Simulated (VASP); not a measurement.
Here is a VASP 6.6.1 calculation.

Contents of INCAR:

```
SYSTEM = NaI
ALGO = Normal ; EDIFF = 1E-8
ENCUT = 600 ; GGA = CA
IBRION = 6 ; ISIF = 3
ISMEAR = 0 ; LASPH = .True.
LCHARG = .True. ; LREAL = .False.
LWAVE = .False. ; NELM = 100
NFREE = 2 ; NSW = 1
POTIM = 0.015 ; PREC = Accurate
SIGMA = 0.01
```

KPOINTS

```
k-points
0
Gamma
  6 6 6
  0 0 0
```

Contents of POSCAR:

```
NaI
1.0
    0.0000000000      3.1305432509      3.1305432509
    3.1305432509      0.0000000000      3.1305432509
    3.1305432509      3.1305432509      0.0000000000
Na I
1 1
Direct
    0.0000000000      0.0000000000      0.0000000000
    0.5000000000      0.5000000000      0.5000000000
```

Potentials or basis: VASP PAW LDA potentials, release 64 (Na_pv, I).

The run is started by

```console
$ cat potpaw_LDA.64/Na_pv/POTCAR potpaw_LDA.64/I/POTCAR > POTCAR
$ mpirun -np 1 vasp_std > vasp.out
```

Question: Predict the elastic constants C11, C12, C44.

Answer: 45, 9, 8 GPa.

Question: Estimate the Voigt bulk modulus.

Answer: 21 GPa.

Question: Predict the highest phonon frequency at Γ, LO-TO splitting left out.

Answer: 131 cm⁻¹.

Clamped-ion elastic tensor (GPa):
```
45  9  9  0  0  0
 9 45  9  0  0  0
 9  9 45  0  0  0
 0  0  0  8  0  0
 0  0  0  0  8  0
 0  0  0  0  0  8
```
